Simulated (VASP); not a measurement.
# Pd (Fm-3m) in VASP: settings compared, part 2 of 2

VASP 6.6.1. Earlier steps stand in the parts before.

## Step 4: Single point, BLYP+D3(BJ)

This run uses another cell than the first one, of 15.34 Å³/atom, 0.981 times its volume.

File INCAR:

```
SYSTEM = Pd
PREC     = Accurate       ! precision mode
ENCUT    = 520            ! plane-wave cutoff, eV
EDIFF    = 1E-6           ! SCF threshold, eV
ISMEAR   = -1             ! smearing method
SIGMA    = 0.05           ! smearing width, eV
LREAL    = .False.        ! projectors in reciprocal space
LASPH    = .True.         ! aspherical terms in the spheres
NELM     = 60             ! most SCF steps
ALGO     = Normal         ! electronic algorithm
ISIF     = 2              ! what is computed and relaxed
LWAVE    = .False.        ! write WAVECAR
LCHARG   = .True.         ! write CHGCAR
GGA      = B5             ! functional
ALDAX    = 1.0          
AGGAX    = 1.0          
AGGAC    = 1.0          
ALDAC    = 0.0          
IVDW     = 12             ! dispersion correction
VDW_S6   = 1.0          
VDW_S8   = 2.6996       
VDW_A1   = 0.4298       
VDW_A2   = 4.2359       
LELF     = .True.         ! ELF
LVHAR    = .True.       
NBANDS   = 11             ! bands
```

File KPOINTS:

```
regular mesh
0
Gamma
  12 12 12
  0 0 0
```

File POSCAR:

```
Pd
1.0
    0.0000000000      1.9721147795      1.9721147795
    1.9721147795      0.0000000000      1.9721147795
    1.9721147795      1.9721147795      0.0000000000
Pd
1
Direct
    0.0000000000      0.0000000000      0.0000000000
```

Potentials or basis: VASP PAW PBE potentials, release 64 (Pd).

On the command line:

```console
$ cat potpaw_PBE.64/Pd/POTCAR > POTCAR
$ mpirun -np 1 vasp_std > vasp.out
```

OUTCAR:

```text
SYSTEM = Pd
   PREC = Accurate
   ENCUT = 520
   EDIFF = 1E-6
   ISMEAR = -1
   LREAL = .False.
   LASPH = .True.
   NELM = 60
   ISIF = 2
   GGA = B5
   IVDW = 12
 IVDW          = 12

 ion  position               nearest neighbor table
   1  0.000  0.000  0.000-

  LATTYP: Found a face centered cubic cell.
 ALAT       =     3.9442295590

  Lattice vectors:

 A1 = (   0.0000000000,   1.9721147795,   1.9721147795)
 A2 = (   1.9721147795,   0.0000000000,   1.9721147795)
 A3 = (   1.9721147795,   1.9721147795,   0.0000000000)

Analysis of symmetry for initial positions (statically):
[... 33 lines left out ...]
                                     Primitive cell

  volume of cell :      15.3400

  direct lattice vectors                    reciprocal lattice vectors
     0.000000000  1.972114780  1.972114780    -0.253534939  0.253534939  0.253534939
     1.972114780  0.000000000  1.972114780     0.253534939 -0.253534939  0.253534939
     1.972114780  1.972114780  0.000000000     0.253534939  0.253534939 -0.253534939

  length of vectors
     2.788991468  2.788991468  2.788991468     0.439135396  0.439135396  0.439135396

  position of ions in fractional coordinates (direct lattice)
     0.000000000  0.000000000  0.000000000

  ion indices of the primitive-cell ions
   primitive index   ion index
                 1           1

----------------------------------------------------------------------------------------

 KPOINTS: regular mesh

Automatic generation of k-mesh.
 Grid dimensions read from file:
 generate k-points for:   12   12   12

 Generating k-lattice:

  Cartesian coordinates                     Fractional coordinates (reciprocal lattice)
    -0.021127912  0.021127912  0.021127912     0.083333333  0.000000000  0.000000000
     0.021127912 -0.021127912  0.021127912     0.000000000  0.083333333  0.000000000
     0.021127912  0.021127912 -0.021127912     0.000000000  0.000000000  0.083333333

  Length of vectors
[... 77 lines left out ...]
  Fermi-wavevector in a.u.,A,eV,Ry     =   1.419491  2.682449 27.415123  2.014955
  Thomas-Fermi vector in A             =   2.540506
   LORBIT       =      0    0 simple, 1 ext, 2 COOP (PROOUT), +10 PAW based schemes
   GGA     = B5    functional components
   LHFCALC =     F    Hartree Fock is set to
   AEXX    =    0.0000 exact exchange contribution
   IVDW    =    12    specifies the selected vdW correction
   LEPSILON=     F    determine dielectric tensor
   LRPA    =     F    only Hartree local field effects (RPA)
 non-spin polarized calculation
  energy-cutoff  :      520.00
  volume of cell :       15.34
 maximum number of plane-waves:       432
 NGX is ok and might be reduce to    24
   NGX = 11   NGY = 11   NGZ = 11

 number of electron      10.0000000 magnetization

 Free energy of the ion-electron system (eV)
  ---------------------------------------------------
  ext. energy  EPLUGINS =         0.00000000
  ---------------------------------------------------
  free energy    TOTEN  =        -4.36094222 eV

  energy without entropy =       -4.34064934  energy(sigma->0) =       -4.35079578

 E-fermi :   9.6129     XC(G=0): -12.3116

 val. band max:        9.6111448890   @ k =   0.5000   0.0833   0.0000
 cond. band min:       9.6150332579   @ k =  -0.3333   0.4167   0.0833
 fundamental gap:      0.0038883689
 Fermi energy:         9.6129075085

 k-point     1 :       0.0000    0.0000    0.0000
  band No.  band energies     occupation
      1       2.9601      2.00000
      2       6.9582      2.00000
      3       6.9582      2.00000
      4       6.9582      2.00000
      5       8.4583      2.00000
      6       8.4583      2.00000
      7      27.1280      0.00000
      8      31.5007      0.00000
      9      31.5007      0.00000
     10      31.5007      0.00000
     11      35.6418      0.00000
[... 309 lines left out ...]
 k-point    24 :      -0.4167    0.1667    0.0000
  band No.  band energies     occupation
      1       5.2611      2.00000
      2       6.5404      2.00000
      3       7.4230      2.00000
      4       7.9020      2.00000
      5       9.3909      1.97668
      6      13.3453      0.00000
      7      16.9943      0.00000
      8      25.4186      0.00000
      9      28.4517      0.00000
     10      29.1557      0.00000
     11      35.7053      0.00000

 [... further k-points ...]

------------------------ aborting loop because EDIFF is reached ----------------------------------------

 Edisp (eV)   -1.46975

 E8    (eV) :    -1.0866

  FORCE on cell =-STRESS in cart. coord.  units (eV):
  Direction    XX          YY          ZZ          XY          YZ          ZX
  --------------------------------------------------------------------------------------
  -------------------------------------------------------------------------------------
  Total      -0.55428    -0.55428    -0.55428    -0.00000    -0.00000     0.00000
  in kB     -57.89081   -57.89081   -57.89081    -0.00000    -0.00000     0.00000
  external pressure =      -57.89 kB  Pullay stress =        0.00 kB

 VOLUME and BASIS-vectors are now :
 -----------------------------------------------------------------------------
  energy-cutoff  :      520.00
  volume of cell :       15.34
      direct lattice vectors                 reciprocal lattice vectors
     0.000000000  1.972114780  1.972114780    -0.253534939  0.253534939  0.253534939
     1.972114780  0.000000000  1.972114780     0.253534939 -0.253534939  0.253534939
     1.972114780  1.972114780  0.000000000     0.253534939  0.253534939 -0.253534939

 POSITION                                       TOTAL-FORCE (eV/Angst)
 -----------------------------------------------------------------------------------
      0.00000      0.00000      0.00000         0.000000      0.000000      0.000000
 -----------------------------------------------------------------------------------
    total drift:                               -0.000000      0.000000     -0.000000

  FREE ENERGIE OF THE ION-ELECTRON SYSTEM (eV)
  ---------------------------------------------------
  free  energy   TOTEN  =        -5.8306955602 eV

  energy  without entropy=       -5.8104026793  energy(sigma->0) =       -5.82054912
```

OSZICAR:

```text
N       E                     dE             d eps       ncg     rms          rms(c)
DAV:   1     0.426391775081E+02    0.42639E+02   -0.51519E+03  1584   0.856E+02
DAV:   2    -0.407814207945E+01   -0.46717E+02   -0.45364E+02  1748   0.178E+02
DAV:   3    -0.459971151479E+01   -0.52157E+00   -0.51923E+00  1905   0.207E+01
DAV:   4    -0.460186552768E+01   -0.21540E-02   -0.21536E-02  1936   0.138E+00
DAV:   5    -0.460188923840E+01   -0.23711E-04   -0.23710E-04  2128   0.132E-01    0.667E+00
DAV:   6    -0.437144054525E+01    0.23045E+00   -0.98613E-01  1965   0.798E+00    0.315E+00
DAV:   7    -0.436409750240E+01    0.73430E-02   -0.17049E-02  2041   0.840E-01    0.167E+00
DAV:   8    -0.436094865681E+01    0.31488E-02   -0.12118E-03  1979   0.317E-01    0.526E-02
DAV:   9    -0.436093892065E+01    0.97362E-05   -0.12054E-04  2255   0.915E-02    0.169E-02
DAV:  10    -0.436094278309E+01   -0.38624E-05   -0.91008E-06  1935   0.281E-02    0.739E-03
DAV:  11    -0.436094222052E+01    0.56257E-06   -0.78903E-08  1322   0.278E-03
   1 F= -.58306956E+01 E0= -.58205491E+01  d E =-.202929E-01
```

stdout:

```text
POSCAR found type information on POSCAR Pd
 POSCAR found :  1 types and       1 ions
 scaLAPACK will be used
 -----------------------------------------------------------------------------
|                                                                             |
|                                                                             |
|     You enforced a specific xc type in the INCAR file but a different       |
|     I HOPE YOU KNOW WHAT YOU ARE DOING!                                     |
|                                                                             |
 -----------------------------------------------------------------------------

 LDA part: xc-table for (Slater(with rela. corr.)+VWN5), standard interpolation
 POSCAR, INCAR and KPOINTS ok, starting setup
 FFT: planning ... GRIDC
 FFT: planning ... GRID_SOFT
 FFT: planning ... GRID
 WAVECAR not read
 entering main loop
```

It took 12 s on 1 thread of Intel Xeon 6975P-C, shared host; peak memory 0.15 GiB.

Results:

```
Free energy                : -5.8307 eV
Pressure                   : -5.8 GPa
Band gap on the k mesh     : zero (band 5 reaches 9.90 eV, above the bottom of band 6 at 8.40 eV)
Dispersion energy per atom : -1.470 eV
```

Caveat: the PAW data sets were made with another functional, which shifts forces and pressure a little; pairwise dispersion overbinds metals, which lowers pressure and volume.

## Step 5: Overview

```tsv
level	cell	gap on the mesh (eV)	pressure (GPa)
revPBE	a = 2.807 Å, angles 60.0°, 1 atom	none	-0.4
BLYP+D3(BJ)	a = 2.771 Å, angles 60.0°, 1 atom	none	-2.6
BLYP+D3(BJ)	a = 2.789 Å, angles 60.0°, 1 atom	none	-5.8
```

Alike in all rows: task single point; potentials or basis VASP PAW PBE potentials, release 64 (Pd); no spin polarisation; k mesh 12 × 12 × 12; cutoff (eV) 520; smearing fermi-dirac 0.05 eV.

Caveats: the PAW data sets were made with another functional, which shifts forces and pressure a little; pairwise dispersion overbinds metals, which lowers pressure and volume (some runs).

Absolute energies hang on the potentials; compare differences alone.
